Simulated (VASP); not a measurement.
# Ir (R-3m) in VASP: notebook, part 2 of 2

VASP 6.6.1.

### Step 3. Electric field gradients, PBEsol (equal xy, yz and zx shear strains of +2 %)

INCAR

```
ALGO     = Normal         # electronic algorithm
EDIFF    = 1E-8           # SCF threshold, eV
ENCUT    = 520            # plane-wave cutoff, eV
GGA      = PS             # functional
ISIF     = 2              # what is computed and relaxed
ISMEAR   = -1             # smearing method
LASPH    = T              # aspherical terms in the spheres
LCHARG   = F              # write CHGCAR
LEFG     = T            
LREAL    = F              # projectors in reciprocal space
LWAVE    = F              # write WAVECAR
NBANDS   = 10             # bands
NELM     = 60             # most SCF steps
PREC     = Accurate       # precision mode
SIGMA    = 0.05           # smearing width, eV
```

KPOINTS

```
k-points
0
Gamma
  15 15 15
```

POSCAR

```
Ir
1.0
    0.0383940000      1.9388970000      1.9388970000
    1.9388970000      0.0383940000      1.9388970000
    1.9388970000      1.9388970000      0.0383940000
Ir
1
Direct
    0.0000000000      0.0000000000      0.0000000000
```

Potentials or basis: VASP PAW PBE potentials, release 64 (Ir).

Started as:

```console
> cat potpaw_PBE.64/Ir/POTCAR > POTCAR
> mpirun -np 1 vasp_std > vasp.out
```

OUTCAR:

```text
EDIFF = 1E-8
   ENCUT = 520
   GGA = PS
   ISIF = 2
   ISMEAR = -1
   LASPH = T
   LREAL = F
   NELM = 60
   PREC = Accurate

 ion  position               nearest neighbor table
   1  0.000  0.000  0.000-

  LATTYP: Found a trigonal (rhomboedric) cell.
 ALAT       =     2.7422832189
 COS(alpha) =     0.5197000882

  Lattice vectors:

 A1 = (   0.0383940000,   1.9388970000,   1.9388970000)
 A2 = (   1.9388970000,   0.0383940000,   1.9388970000)
 A3 = (   1.9388970000,   1.9388970000,   0.0383940000)

Analysis of symmetry for initial positions (statically):
=====================================================================
 Subroutine PRICEL returns:
 Original cell was already a primitive cell.

[... 494 lines left out ...]
  in kB      -12.4800258    -12.4800258    -12.4800258    -56.4211314    -56.4211314    -56.4211314
  external PRESSURE =     -12.4800258 kB  Pullay stress =       0.0000000 kB

 VOLUME and BASIS-vectors are now :
 -----------------------------------------------------------------------------
  energy-cutoff  :      520.00
  volume of cell :       14.14
      direct lattice vectors                 reciprocal lattice vectors
     0.038394000  1.938897000  1.938897000    -0.265667542  0.260508949  0.260508949
     1.938897000  0.038394000  1.938897000     0.260508949 -0.265667542  0.260508949
     1.938897000  1.938897000  0.038394000     0.260508949  0.260508949 -0.265667542

 POSITION                                       TOTAL-FORCE (eV/Angst)
 -----------------------------------------------------------------------------------
      0.00000      0.00000      0.00000         0.000000      0.000000     -0.000000
 -----------------------------------------------------------------------------------
    total drift:                                0.000000      0.000000      0.000000

  FREE ENERGIE OF THE ION-ELECTRON SYSTEM (eV)
  ---------------------------------------------------
  free  energy   TOTEN  =        -9.8142391222 eV

  energy  without entropy=       -9.8065798511  energy(sigma->0) =       -9.81040949

 Electric field gradients (V/A^2)
---------------------------------------------------------------------
 ion       V_xx      V_yy      V_zz      V_xy      V_xz      V_yz
---------------------------------------------------------------------
   1      -0.000    -0.000     0.000    26.346    26.346    26.346
---------------------------------------------------------------------

 Electric field gradients after diagonalization (V/A^2)
 (convention: |V_zz| > |V_xx| > |V_yy|)
----------------------------------------------------------------------
 ion       V_xx      V_yy      V_zz     asymmetry (V_yy - V_xx)/ V_zz
----------------------------------------------------------------------
   1     -26.346   -26.346    52.691       0.000
----------------------------------------------------------------------

           NMR quadrupolar parameters

 Cq : quadrupolar parameter    Cq=e*Q*V_zz/h
 eta: asymmetry parameters     (V_yy - V_xx)/ V_zz
 Q  : nuclear electric quadrupole moment in mb (millibarn)
----------------------------------------------------------------------
 ion       Cq(MHz)       eta       Q (mb)
----------------------------------------------------------------------
   1       0.127       0.000       1.000
----------------------------------------------------------------------
```

OSZICAR:

```text
N       E                     dE             d eps       ncg     rms          rms(c)
DAV:   1     0.469526269932E+02    0.46953E+02   -0.43837E+03  6968   0.818E+02
DAV:   2    -0.955452322820E+01   -0.56507E+02   -0.53609E+02  7062   0.195E+02
DAV:   3    -0.104399339831E+02   -0.88541E+00   -0.88271E+00  8042   0.298E+01
DAV:   4    -0.104477581625E+02   -0.78242E-02   -0.78225E-02  7736   0.261E+00
DAV:   5    -0.104479163974E+02   -0.15823E-03   -0.15823E-03  7878   0.358E-01    0.158E+01
DAV:   6    -0.991701986932E+01    0.53090E+00   -0.94166E-01  7712   0.118E+01    0.621E+00
DAV:   7    -0.982136375122E+01    0.95656E-01   -0.28690E-01  8124   0.591E+00    0.145E+00
DAV:   8    -0.981938932656E+01    0.19744E-02   -0.19820E-03  7372   0.442E-01    0.122E+00
DAV:   9    -0.981424905666E+01    0.51403E-02   -0.26526E-03  7596   0.745E-01    0.333E-02
DAV:  10    -0.981423731368E+01    0.11743E-04   -0.17274E-05  9986   0.457E-02    0.203E-02
DAV:  11    -0.981423903993E+01   -0.17263E-05   -0.13660E-06  7548   0.761E-03    0.235E-03
DAV:  12    -0.981423908051E+01   -0.40577E-07   -0.29746E-08  9180   0.181E-03    0.191E-03
DAV:  13    -0.981423911725E+01   -0.36740E-07   -0.18796E-09  4068   0.341E-04    0.133E-04
DAV:  14    -0.981423912221E+01   -0.49616E-08   -0.17985E-10  3630   0.176E-04
   1 F= -.98142391E+01 E0= -.98104095E+01  d E =-.765927E-02
```

Wall time 17 s (1 thread of Intel Xeon 6975P-C (Granite Rapids), shared host); peak memory 0.16 GiB.

What came out:

- Free energy: -9.8142 eV
- Pressure: -1.2 GPa

Stress tensor (GPa, compression positive):
```
-1.25 -5.64 -5.64
-5.64 -1.25 -5.64
-5.64 -5.64 -1.25
```

Levels at points of the mesh, in eV from the Fermi level:
```csv
k point,band 2,band 3,band 4,band 5,band 6,band 7
"(0.00, 0.00, 0.00)",-4.25,-3.81,-3.81,-1.21,-1.21,14.26
```

Electric field gradients, principal values (V/Å²):
```tsv
atom	least	middle	greatest (by size)
1 Ir	-26.346	-26.346	52.691
```

Caveat: the cell differs from its parent crystal (equal xy, yz and zx shear strains of +2 %); without QUAD_EFG the Cq values of the log hold for a quadrupole moment of 1 mb, not for the nuclei; the PAW data sets were made with another functional, which shifts forces and pressure a little; spin-orbit coupling is left out, which moves the levels of the heavy elements.

### Step 4. Electric field gradients, PBEsol (equal xy, yz and zx shear strains of -2 %)

INCAR

```
SYSTEM = Ir
ALGO     = Normal         ! electronic algorithm
EDIFF    = 1E-8           ! SCF threshold, eV
ENCUT    = 520            ! plane-wave cutoff, eV
GGA      = PS             ! functional
ISIF     = 2              ! what is computed and relaxed
ISMEAR   = -1             ! smearing method
LASPH    = .TRUE.         ! aspherical terms in the spheres
LCHARG   = .FALSE.        ! write CHGCAR
LEFG     = .TRUE.       
LREAL    = .FALSE.        ! projectors in reciprocal space
LWAVE    = .FALSE.        ! write WAVECAR
NBANDS   = 10             ! bands
NELM     = 60             ! most SCF steps
PREC     = Accurate       ! precision mode
SIGMA    = 0.05           ! smearing width, eV
```

KPOINTS

```
k-points
0
G
  15 15 15
  0 0 0
```

POSCAR

```
Ir
1.0
   -0.0383940000      1.9005030000      1.9005030000
    1.9005030000     -0.0383940000      1.9005030000
    1.9005030000      1.9005030000     -0.0383940000
Ir
1
Direct
    0.0000000000      0.0000000000      0.0000000000
```

Potentials or basis: VASP PAW PBE potentials, release 64 (Ir).

Started as:

```console
> cat potpaw_PBE.64/Ir/POTCAR > POTCAR
> mpirun -np 1 vasp_std > vasp.out
```

OUTCAR:

```text
SYSTEM = Ir
   EDIFF = 1E-8
   ENCUT = 520
   GGA = PS
   ISIF = 2
   ISMEAR = -1
   LASPH = .TRUE.
   LREAL = .FALSE.
   NELM = 60
   PREC = Accurate

 ion  position               nearest neighbor table
   1  0.000  0.000  0.000-

  LATTYP: Found a trigonal (rhomboedric) cell.
 ALAT       =     2.6879913328
 COS(alpha) =     0.4797000918

  Lattice vectors:

 A1 = (  -0.0383940000,   1.9005030000,   1.9005030000)
[... 518 lines left out ...]
    total drift:                                0.000000     -0.000000     -0.000000

  FREE ENERGIE OF THE ION-ELECTRON SYSTEM (eV)
  ---------------------------------------------------
  free  energy   TOTEN  =        -9.8143239439 eV

  energy  without entropy=       -9.8068277174  energy(sigma->0) =       -9.81057583

 Electric field gradients (V/A^2)
---------------------------------------------------------------------
 ion       V_xx      V_yy      V_zz      V_xy      V_xz      V_yz
---------------------------------------------------------------------
   1      -0.000     0.000    -0.000   -24.193   -24.193   -24.193
---------------------------------------------------------------------

 Electric field gradients after diagonalization (V/A^2)
 (convention: |V_zz| > |V_xx| > |V_yy|)
----------------------------------------------------------------------
 ion       V_xx      V_yy      V_zz     asymmetry (V_yy - V_xx)/ V_zz
----------------------------------------------------------------------
   1      24.193    24.193   -48.385       0.000
----------------------------------------------------------------------

           NMR quadrupolar parameters

 Cq : quadrupolar parameter    Cq=e*Q*V_zz/h
 eta: asymmetry parameters     (V_yy - V_xx)/ V_zz
 Q  : nuclear electric quadrupole moment in mb (millibarn)
----------------------------------------------------------------------
 ion       Cq(MHz)       eta       Q (mb)
----------------------------------------------------------------------
   1      -0.117       0.000       1.000
----------------------------------------------------------------------
```

OSZICAR:

```text
N       E                     dE             d eps       ncg     rms          rms(c)
DAV:   1     0.468397873840E+02    0.46840E+02   -0.44188E+03  6928   0.820E+02
DAV:   2    -0.956917427997E+01   -0.56409E+02   -0.53757E+02  7072   0.196E+02
DAV:   3    -0.104402430106E+02   -0.87107E+00   -0.86734E+00  8094   0.296E+01
DAV:   4    -0.104480175378E+02   -0.77745E-02   -0.77732E-02  7776   0.259E+00
DAV:   5    -0.104481729252E+02   -0.15539E-03   -0.15538E-03  7878   0.349E-01    0.158E+01
DAV:   6    -0.991708022580E+01    0.53109E+00   -0.94236E-01  7726   0.118E+01    0.621E+00
DAV:   7    -0.982145139324E+01    0.95629E-01   -0.28720E-01  8124   0.591E+00    0.145E+00
DAV:   8    -0.981947305337E+01    0.19783E-02   -0.19808E-03  7398   0.443E-01    0.122E+00
DAV:   9    -0.981433329626E+01    0.51398E-02   -0.26389E-03  7592   0.743E-01    0.315E-02
DAV:  10    -0.981432212127E+01    0.11175E-04   -0.17497E-05 10004   0.463E-02    0.207E-02
DAV:  11    -0.981432385662E+01   -0.17354E-05   -0.13326E-06  7546   0.758E-03    0.248E-03
DAV:  12    -0.981432390436E+01   -0.47734E-07   -0.29036E-08  9242   0.179E-03    0.192E-03
DAV:  13    -0.981432393949E+01   -0.35133E-07   -0.18489E-09  4032   0.344E-04    0.118E-04
DAV:  14    -0.981432394394E+01   -0.44491E-08   -0.17173E-10  3630   0.172E-04
   1 F= -.98143239E+01 E0= -.98105758E+01  d E =-.749623E-02
```

Run time: 17 s. Hardware: 1 thread of Intel Xeon 6975P-C (Granite Rapids), shared host; peak memory 0.16 GiB.

Results:

```yaml
Free_energy: -9.8143 eV
Pressure: -1.3 GPa
```

Electric field gradients, principal values (V/Å²):
```
atom   least  middle  greatest (by size)
1 Ir  24.193  24.193             -48.385
```

Caveat: the cell differs from its parent crystal (equal xy, yz and zx shear strains of -2 %); without QUAD_EFG the Cq values of the log hold for a quadrupole moment of 1 mb, not for the nuclei; the PAW data sets were made with another functional, which shifts forces and pressure a little; spin-orbit coupling is left out, which moves the levels of the heavy elements.
